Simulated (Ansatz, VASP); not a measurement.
# One calculation of C, two programs

File INCAR:

```
PREC = Accurate
ENCUT = 520
EDIFF = 1E-7
ISMEAR = 0
SIGMA = 0.05
LREAL = False
LASPH = True
NELM = 100
ALGO = Normal
ISIF = 2
LWAVE = False
LCHARG = False
GGA = PS
NBANDS = 11
```

File KPOINTS:

```
Automatic mesh
0
Gamma
  15 15 15
```

The input POSCAR:

```
C
1.0
    1.2626367005      0.7289836389      3.1660346996
   -1.2626367005      0.7289836389      3.1660346996
    0.0000000000     -1.4579672778      3.1660346996
C
2
Direct
    0.1640000000      0.1640000000      0.1640000000
    0.8360000000      0.8360000000      0.8360000000
```

Input for Ansatz:

```yaml
crystal:
  lattice:
    - [1.2626367005, 0.7289836389, 3.1660346996]
    - [-1.2626367005, 0.7289836389, 3.1660346996]
    - [0.0, -1.4579672778, 3.1660346996]
  atoms:
    - { symbol: C, position: [0.164, 0.164, 0.164] }
    - { symbol: C, position: [0.836, 0.836, 0.836] }
basis:
  ecutwfc: 420
kpoints:
  mp_grid: { grid: [15, 15, 15] }
hamiltonian:
  xc: pbesol
scf:
  occupations: { method: gaussian, width: 0.05 }
output:
  forces: true
  stress: true
  eigenvalues: true
```

Alike in both runs: task single point; functional PBEsol; k mesh 15 × 15 × 15; occupations gaussian, width 0.05 eV; no spin polarisation.

```csv
,VASP,Ansatz
version,VASP 6.6.1,Ansatz 0.2.0
potentials or method,"VASP PAW PBE potentials, release 64 (C), cutoff 520 eV","scalar-relativistic, plane waves, PAW"
valence electrons in the cell,8,8
```

```tsv
	VASP	Ansatz	Ansatz less VASP
gap on the k mesh at the Fermi level (eV)	0.83	0.83	0.000
least direct gap on the mesh (eV)	0.89	0.89	0.000
pressure (GPa)	-19.6	-20.2	-0.63
traceless stress, the component that is largest in VASP (GPa)	22.76	23.42	+0.661
rms of the force components (eV/Å)	0.451	0.453	+0.0026
```

VASP's potentials were made for PBE, not for PBEsol. Atom by atom the forces differ by 0.003 eV/Å (rms over components). With one functional, cell and mesh, what is left measures potentials, basis and numerics.
